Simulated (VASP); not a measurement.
A run of VASP 6.6.1:

File INCAR:

```
SYSTEM = SiB6
  PREC = Accurate
  ENCUT = 600
  EDIFF = 1E-6
  ISMEAR = 0
  SIGMA = 0.1
  LREAL = .False.
  LASPH = .True.
  NELM = 60
  ALGO = Normal
  ISIF = 3
  LWAVE = .False.
  LCHARG = .False.
  GGA = PE
  IBRION = 2
  NSW = 90
  EDIFFG = -0.04
```

Contents of KPOINTS:

```
regular mesh
0
Gamma
  6 6 4
  0 0 0
```

Contents of POSCAR:

```
SiB6
1.0
    3.6183225700      0.0000000000      0.0000000000
   -1.8091612900      3.1335592700      0.0000000000
    0.0000000000      0.0000000000      6.2051358000
Si B
1 6
Direct
    0.0000000000      0.0000000000      0.5000000000
    0.3333333300      0.6666666700      0.0000000000
    0.6666666700      0.3333333300      0.0000000000
    0.4748320800      0.0000000000      0.5000000000
    0.0000000000      0.4748320800      0.5000000000
    0.5251679200      0.5251679200      0.5000000000
    0.0000000000      0.0000000000      0.0000000000
```

Potentials or basis: VASP PAW PBE potentials, release 64 (Si, B).

Run with:

```bash
$ cat potpaw_PBE.64/Si/POTCAR potpaw_PBE.64/B/POTCAR > POTCAR
$ mpirun -np 1 vasp_std > vasp.out
```

Hardware: 1 thread of Intel Xeon 6975P-C, with other jobs on the host.

**Question.** Estimate the wall time of this run.

**Answer.** Run time: 8.5 min on 1 thread of Intel Xeon 6975P-C, with other jobs on the host, peak memory 0.21 GiB. Counts: scf iterations 229, k points 21, ion steps 37.
